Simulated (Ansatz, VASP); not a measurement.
# Two plane-wave programs on LiMgBN2

File INCAR:

```
SYSTEM = LiMgBN2
PREC     = Accurate       ! precision mode
ENCUT    = 520            ! plane-wave cutoff, eV
EDIFF    = 1E-6           ! SCF threshold, eV
ISMEAR   = 0              ! smearing method
SIGMA    = 0.05           ! smearing width, eV
LREAL    = .FALSE.        ! projectors in reciprocal space
LASPH    = .TRUE.         ! aspherical terms in the spheres
NELM     = 60             ! most SCF steps
ALGO     = Normal         ! electronic algorithm
ISIF     = 2              ! what is computed and relaxed
LWAVE    = .FALSE.        ! write WAVECAR
LCHARG   = .TRUE.         ! write CHGCAR
GGA      = PS             ! functional
LELF     = .TRUE.         ! ELF
LVHAR    = .TRUE.       
NBANDS   = 17             ! bands
```

KPOINTS

```
Automatic mesh
0
G
  8 8 8
  0 0 0
```

The input POSCAR:

```
LiMgBN2
1.0
   -1.9324005310      1.9324005310      4.5247650217
    1.9324005310     -1.9324005310      4.5247650217
    1.9324005310      1.9324005310     -4.5247650217
Li Mg B N
1 1 1 2
Direct
    0.2500000000      0.7500000000      0.5000000000
    0.7500000000      0.2500000000      0.5000000000
    0.5000000000      0.5000000000      0.0000000000
    0.6335425343      0.6335425343      0.0000000000
    0.3664574657      0.3664574657      0.0000000000
```

Input for Ansatz:

```yaml
crystal:
  lattice:
    - [-1.932400531, 1.932400531, 4.5247650217]
    - [1.932400531, -1.932400531, 4.5247650217]
    - [1.932400531, 1.932400531, -4.5247650217]
  atoms:
    - { symbol: Li, position: [0.25, 0.75, 0.5] }
    - { symbol: Mg, position: [0.75, 0.25, 0.5] }
    - { symbol: B, position: [0.5, 0.5, 0.0] }
    - { symbol: "N", position: [0.6335425343, 0.6335425343, 0.0] }
    - { symbol: "N", position: [0.3664574657, 0.3664574657, 0.0] }
basis:
  ecutwfc: 520.0
kpoints:
  mp_grid: { grid: [8, 8, 8] }
hamiltonian:
  xc: pbesol
  pseudopotentials: { kind: paw }
scf:
  occupations: { method: gaussian, width: 0.05 }
output:
  forces: true
  stress: true
  eigenvalues: true
```

Alike in both runs: task single point; functional PBEsol; k mesh 8 × 8 × 8; occupations gaussian, width 0.05 eV; no spin polarisation.

|  | VASP | Ansatz |
| --- | --- | --- |
| version | VASP 6.6.1 | Ansatz 0.2.0 |
| potentials or method | VASP PAW PBE potentials, release 64 (Li_sv, Mg, B, N), cutoff 520 eV | scalar-relativistic, plane waves, PAW |
| valence electrons in the cell | 18 | 26 |

```tsv
	VASP	Ansatz	Ansatz less VASP
gap on the k mesh at the Fermi level (eV)	2.56	2.56	+0.002
least direct gap on the mesh (eV)	2.97	2.98	+0.016
rms of the force components (eV/Å)	4.329	4.322	-0.0070
```

VASP's potentials were made for PBE, not for PBEsol. Atom by atom the forces differ by 0.007 eV/Å (rms over components). VASP's potentials hold 18 valence electrons a cell and Ansatz's 26, so a difference there can come from the potentials and not from the codes.

Noted on VASP's run: the cutoff is short for stress, so the pressure is rough.
